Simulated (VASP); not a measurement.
# SnO (Pm) in VASP: notebook, part 2 of 2

VASP 6.6.1.

## (3) Single point, PBE (atom 3 (O) moved by (-0.300, -0.150) A along x and z)

The input, INCAR:

```
SYSTEM = SnO
PREC = Accurate
ENCUT = 520
EDIFF = 1E-7
ISMEAR = 0
SIGMA = 0.15
LREAL = .False.
LASPH = .True.
NELM = 80
ALGO = Normal
ISIF = 2
LWAVE = .False.
LCHARG = .False.
GGA = PE
NBANDS = 28
```

The input, KPOINTS:

```
regular mesh
0
Gamma
  12 12 10
  0 0 0
```

The input, POSCAR:

```
SnO
1.0
    3.8020000000      0.0000000000      0.0000000000
    0.0000000000      3.8020000000      0.0000000000
    0.0000000000      0.0000000000      4.8360000000
Sn O
2 2
Direct
    0.0000000000      0.5000000000      0.2385000000
    0.5000000000      0.0000000000      0.7615000000
   -0.0789058390      0.0000000000     -0.0310173697
    0.5000000000      0.5000000000      0.0000000000
```

Potentials or basis: VASP PAW PBE potentials, release 64 (Sn_d, O).

Started as:

```bash
$ cat potpaw_PBE.64/Sn_d/POTCAR potpaw_PBE.64/O/POTCAR > POTCAR
$ mpirun -np 1 vasp_std > vasp.out
```

OUTCAR:

```text
SYSTEM = SnO
   PREC = Accurate
   ENCUT = 520
   EDIFF = 1E-7
   ISMEAR = 0
   LREAL = .False.
   LASPH = .True.
   NELM = 80
   ISIF = 2
   GGA = PE

 ion  position               nearest neighbor table
   1  0.000  0.500  0.239-   4 2.22   4 2.22   3 2.32   3 2.32   2 3.54   2 3.54   2 3.54   2 3.54
                             2 3.69   2 3.69   2 3.69   2 3.69
   2  0.500  0.000  0.761-   3 1.89   4 2.22   4 2.22   3 2.42   1 3.54   1 3.54   1 3.54   1 3.54
                             1 3.69   1 3.69   1 3.69   1 3.69
   3  0.921  0.000  0.969-   2 1.89   1 2.32   1 2.32   2 2.42
   4  0.500  0.500  0.000-   1 2.22   2 2.22   2 2.22   1 2.22

  LATTYP: Found a simple tetragonal cell.
 ALAT       =     3.8020000000
 C/A-ratio  =     1.2719621252

  Lattice vectors:

 A1 = (   3.8020000000,   0.0000000000,   0.0000000000)
 A2 = (   0.0000000000,   3.8020000000,   0.0000000000)
 A3 = (   0.0000000000,   0.0000000000,   4.8360000000)

Analysis of symmetry for initial positions (statically):
=====================================================================
 Subroutine PRICEL returns:
 Original cell was already a primitive cell.

 Routine SETGRP: Setting up the symmetry group for a
[... 174 lines left out ...]
 val. band max:        7.2036474191   @ k =   0.0000   0.0000   0.0000
 cond. band min:       7.3166946914   @ k =   0.5000   0.5000   0.1000
 fundamental gap:      0.1130472723
 Fermi energy:         7.2991074439

 k-point     1 :       0.0000    0.0000    0.0000
  band No.  band energies     occupation
      1     -15.0140      2.00000
      2     -14.6216      2.00000
      3     -14.4676      2.00000
      4     -14.4541      2.00000
      5     -14.4434      2.00000
      6     -14.4257      2.00000
[... 733 lines left out ...]
     27      15.6748      0.00000
     28      16.0869      0.00000

 [... further k-points ...]

------------------------ aborting loop because EDIFF is reached ----------------------------------------

  FORCE on cell =-STRESS in cart. coord.  units (eV):
  Direction    XX          YY          ZZ          XY          YZ          ZX
  --------------------------------------------------------------------------------------
  -------------------------------------------------------------------------------------
  Total        6.9818564      2.0936184      2.9252848      0.0000000      0.0000000      2.7471460
  in kB      160.0187883     47.9841252     67.0452827      0.0000000      0.0000000     62.9624771
  external PRESSURE =      91.6827321 kB  Pullay stress =       0.0000000 kB

 VOLUME and BASIS-vectors are now :
 -----------------------------------------------------------------------------
  energy-cutoff  :      520.00
  volume of cell :       69.91
      direct lattice vectors                 reciprocal lattice vectors
     3.802000000  0.000000000  0.000000000     0.263019463  0.000000000  0.000000000
     0.000000000  3.802000000  0.000000000     0.000000000  0.263019463  0.000000000
     0.000000000  0.000000000  4.836000000     0.000000000  0.000000000  0.206782465

 POSITION                                       TOTAL-FORCE (eV/Angst)
 -----------------------------------------------------------------------------------
      0.00000      1.90100      1.15339        -0.258748      0.000000     -0.085533
      1.90100      0.00000      3.68261        -2.922206      0.000000     -2.456485
      3.50200      0.00000      4.68600         4.612456      0.000000      2.573574
      1.90100      1.90100      0.00000        -1.431501      0.000000     -0.031557
 -----------------------------------------------------------------------------------
    total drift:                               -0.000068      0.000000     -0.000339

  FREE ENERGIE OF THE ION-ELECTRON SYSTEM (eV)
  ---------------------------------------------------
  free  energy   TOTEN  =       -21.9641015665 eV

  energy  without entropy=      -21.9629961079  energy(sigma->0) =      -21.96354884
```

OSZICAR:

```text
N       E                     dE             d eps       ncg     rms          rms(c)
DAV:   1     0.416258482249E+03    0.41626E+03   -0.19779E+04 25080   0.217E+03
DAV:   2     0.365659993906E+02   -0.37969E+03   -0.36512E+03 25164   0.538E+02
DAV:   3    -0.231141781640E+02   -0.59680E+02   -0.58596E+02 27676   0.181E+02
DAV:   4    -0.258792920229E+02   -0.27651E+01   -0.27536E+01 27544   0.417E+01
DAV:   5    -0.259468957258E+02   -0.67604E-01   -0.67594E-01 26412   0.699E+00    0.122E+01
DAV:   6    -0.219947053335E+02    0.39522E+01   -0.18186E+01 39088   0.492E+01    0.513E+00
DAV:   7    -0.219854319359E+02    0.92734E-02   -0.20559E+00 29032   0.924E+00    0.254E+00
DAV:   8    -0.219705678542E+02    0.14864E-01   -0.29452E-01 32844   0.405E+00    0.830E-01
DAV:   9    -0.219630413292E+02    0.75265E-02   -0.45308E-02 36856   0.232E+00    0.233E-01
DAV:  10    -0.219638260605E+02   -0.78473E-03   -0.59896E-03 26508   0.656E-01    0.121E-01
DAV:  11    -0.219641222577E+02   -0.29620E-03   -0.51655E-04 29060   0.220E-01    0.468E-02
DAV:  12    -0.219640979121E+02    0.24346E-04   -0.27972E-04 37148   0.198E-01    0.145E-02
DAV:  13    -0.219641028487E+02   -0.49366E-05   -0.34354E-05 27440   0.474E-02    0.135E-02
DAV:  14    -0.219641015338E+02    0.13150E-05   -0.12243E-05 36768   0.332E-02    0.351E-03
DAV:  15    -0.219641016471E+02   -0.11336E-06   -0.17955E-06 29776   0.121E-02    0.141E-03
DAV:  16    -0.219641015665E+02    0.80659E-07   -0.11394E-07 20208   0.250E-03
   1 F= -.21964102E+02 E0= -.21963549E+02  d E =-.110546E-02
```

stdout:

```text
POSCAR found type information on POSCAR SnO
 POSCAR found :  2 types and       4 ions
 scaLAPACK will be used
 LDA part: xc-table for (Slater+PW92), standard interpolation
 POSCAR, INCAR and KPOINTS ok, starting setup
 FFT: planning ... GRIDC
 FFT: planning ... GRID_SOFT
 FFT: planning ... GRID
 WAVECAR not read
 entering main loop
```

It took 20 min on 1 thread of Intel Xeon Platinum 8375C at 2.90GHz (Ice Lake), shared host; peak memory 0.7 GiB.

What came out:

- Free energy: -21.9641 eV
- Pressure: 9.2 GPa
- Largest force: 5.282 eV/Å
- Band gap on the k mesh: zero (band 20 reaches 7.20 eV, above the bottom of band 21 at 7.17 eV)

Forces in eV/Å, atoms in the order of the input:
```
Sn  -0.259  0.000 -0.086
Sn  -2.922  0.000 -2.456
O    4.612  0.000  2.574
O   -1.432  0.000 -0.032
```

Stress tensor (GPa, compression positive):
```
16.00  0.00  6.30
 0.00  4.80  0.00
 6.30  0.00  6.70
```

Levels at points of the mesh, in eV from the Fermi level:
```tsv
k point	band 18	band 19	band 20	band 21	band 22	band 23
(0.00, 0.00, 0.00)	-3.39	-2.94	-0.10	1.85	4.13	4.27
(0.50, 0.00, 0.00)	-4.12	-3.05	-2.78	2.73	4.21	5.01
(0.00, 0.50, 0.00)	-4.81	-2.77	-2.53	2.43	2.68	5.09
(0.50, 0.50, 0.00)	-2.63	-2.16	-1.78	-0.13	0.03	4.14
(0.00, 0.00, 0.50)	-3.17	-2.94	-2.32	1.69	2.62	3.39
(0.50, 0.00, 0.50)	-4.07	-2.32	-1.59	2.36	2.80	4.65
(0.00, 0.50, 0.50)	-4.72	-1.97	-1.56	2.06	2.35	5.01
(0.50, 0.50, 0.50)	-2.75	-2.41	-2.39	1.97	2.22	3.72
```

Caveat: the cell differs from its parent crystal (atom 3 (O) moved by (-0.300, -0.150) A along x and z); spin-orbit coupling is left out, which moves the levels of the heavy elements; forces of over 1 eV/Å act on the atoms, so gaps and moduli don't describe the material at rest.
